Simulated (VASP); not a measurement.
Crystal: LiCl.

```xyz
2
Lattice="0.0000 2.5560 2.5560 2.5560 0.0000 2.5560 2.5560 2.5560 0.0000" Properties=species:S:1:pos:R:3 pbc="T T T"
Li    0.0000    0.0000    0.0000
Cl    2.5560    2.5560    2.5560
```

Base run:

| Property | Result |
| --- | --- |
| Program | VASP 6.6.1 |
| Functional | PBE |
| Potentials or basis | VASP PAW PBE potentials, release 64 (Li_sv, Cl) |
| Cutoff | 750 eV |
| k mesh | 8 × 8 × 8 |
| Occupations | gaussian, width 0.01 eV |
| Spin | no spin polarisation |

Its results: band gap on the k mesh 6.39 eV; pressure 0.7 GPa.

Question: After a change of settings the same cell gave: band gap on the k mesh 6.06 eV; pressure -3.0 GPa. Which change was it?
A. functional from PBE to r2SCAN; cutoff from 750 eV to 830 eV; k mesh from 8 × 8 × 8 to 4 × 4 × 4
B. functional from PBE to r2SCAN; cutoff from 750 eV to 830 eV; k mesh from 8 × 8 × 8 to 6 × 6 × 6
C. functional from PBE to LDA; potentials or basis from VASP PAW PBE potentials, release 64 (Li_sv, Cl) to VASP PAW LDA potentials, release 64 (Li_sv, Cl)

Answer: C.

Caveats: the cell stands under tension (at least some runs).
